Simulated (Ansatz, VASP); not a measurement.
**One calculation of Ge2Sb2Te5, two programs**

Contents of INCAR:

```
PREC = Accurate
ENCUT = 520
EDIFF = 1E-6
ISMEAR = 0
SIGMA = 0.013000000000000001
LREAL = False
LASPH = True
NELM = 100
ALGO = Normal
ISIF = 2
LWAVE = False
LCHARG = True
GGA = PE
LELF = True
LVHAR = True
NBANDS = 44
```

File KPOINTS:

```
regular mesh
0
Gamma
  5 5 4
```

File POSCAR:

```
Ge2Sb2Te5
1.0
    6.8391360000     -3.0660060000      0.0000000000
    6.8391360000      3.0660060000      0.0000000000
   -6.8309770000      0.0000000000      6.8476090000
Te Sb Ge
5 2 2
Direct
    0.5947020000      0.5947020000      0.3864330000
    0.7952880000      0.7952880000      0.1961120000
    0.0083240000      0.0083240000      0.0064350000
    0.2065190000      0.2065190000      0.8098030000
    0.3999590000      0.3999590000      0.5971180000
    0.9017080000      0.9017080000      0.5878730000
    0.1118700000      0.1118700000      0.4173520000
    0.2842870000      0.2842870000      0.1878300000
    0.4973430000      0.4973430000      0.0110440000
```

The input input.yaml:

```yaml
crystal:
  lattice:
    - [6.839136, -3.066006, 0.0]
    - [6.839136, 3.066006, 0.0]
    - [-6.830977, 0.0, 6.847609]
  atoms:
    - { symbol: Te, position: [0.594702, 0.594702, 0.386433] }
    - { symbol: Te, position: [0.795288, 0.795288, 0.196112] }
    - { symbol: Te, position: [0.008324, 0.008324, 0.006435] }
    - { symbol: Te, position: [0.206519, 0.206519, 0.809803] }
    - { symbol: Te, position: [0.399959, 0.399959, 0.597118] }
    - { symbol: Sb, position: [0.901708, 0.901708, 0.587873] }
    - { symbol: Sb, position: [0.11187, 0.11187, 0.417352] }
    - { symbol: Ge, position: [0.284287, 0.284287, 0.18783] }
    - { symbol: Ge, position: [0.497343, 0.497343, 0.011044] }
hamiltonian:
  xc: pbe
  pseudopotentials: { kind: paw }
kpoints:
  mp_grid: { grid: [5, 5, 4] }
scf:
  occupations: { method: gaussian, width: 0.013 }
output:
  forces: true
  stress: true
  eigenvalues: true
  write_density: true
  write_potential: true
  elf: true
  volumetric_format: npy
```

Alike in both runs: task single point; functional PBE; k mesh 5 × 5 × 4; occupations gaussian, width 0.013 eV; no spin polarisation.

|  | VASP | Ansatz |
| --- | --- | --- |
| version | VASP 6.6.1 | Ansatz 0.2.0 |
| potentials or method | VASP PAW PBE potentials, release 64 (Te, Sb, Ge_d) | Ansatz PAW |
| plane-wave cutoff (eV) | 520 | 420 |
| valence electrons in the cell | 68 | 138 |

|  | VASP | Ansatz | Ansatz less VASP |
| --- | --- | --- | --- |
| gap on the k mesh at the Fermi level (eV) | 0.25 | 0.26 | +0.003 |
| least direct gap on the mesh (eV) | 0.32 | 0.33 | +0.003 |
| pressure (GPa) | -0.1 | -0.1 | +0.02 |
| traceless stress, the component that is largest in VASP (GPa) | -0.30 | -0.28 | +0.017 |
| rms of the force components (eV/Å) | 0.057 | 0.060 | +0.0023 |

Atom by atom the forces differ by 0.005 eV/Å (rms over components). The functional is the same, so the differences come from potentials, cutoffs and numerics. VASP's potentials hold 68 valence electrons a cell and Ansatz's 138, so a difference there can come from the potentials and not from the codes.

Spin-orbit coupling is off throughout. Noted on Ansatz's run: odd divisions of the mesh miss points on the zone boundary, where band edges often lie, so the gap on the mesh can be too wide.
